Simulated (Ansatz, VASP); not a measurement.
ScTeI2: VASP beside Ansatz

```
CELL_PARAMETERS angstrom
5.66224 0.00000 0.00000
-2.83112 4.90365 0.00000
0.00000 0.00000 5.51954
ATOMIC_POSITIONS crystal
Sc 0.00000 0.00000 0.00000
Te 0.00000 0.00000 0.50000
I 0.33333 0.66667 0.00000
I 0.66667 0.33333 0.00000
```

Alike in both runs: functional PBE; k mesh 12 × 12 × 8; occupations gaussian, width 0.1 eV; no spin polarisation.

Ansatz relaxed the structure, and its values are those at the end. VASP's run is a single point on that final structure, the one shown.

|  | VASP | Ansatz |
| --- | --- | --- |
| version | VASP 6.6.1 | Ansatz 0.2.0 |
| potentials or method | VASP PAW PBE potentials, release 64 (Sc_sv, Te, I), cutoff 520 eV | scalar-relativistic, plane waves, PAW |
| valence electrons in the cell | 31 | 61 |

Ansatz gave:

| Item | Value |
| --- | --- |
| gap on the k mesh at the Fermi level (eV) | none |
| pressure (GPa) | 0.0 |

Estimate VASP's values.

gap on the k mesh at the Fermi level (eV): none; pressure (GPa): 0.1.

A gap of «none» marks a metal or a gap that the smearing closes. VASP's potentials hold 31 valence electrons a cell and Ansatz's 61, so a difference there can come from the potentials and not from the codes.

Neither program's run includes spin-orbit coupling.
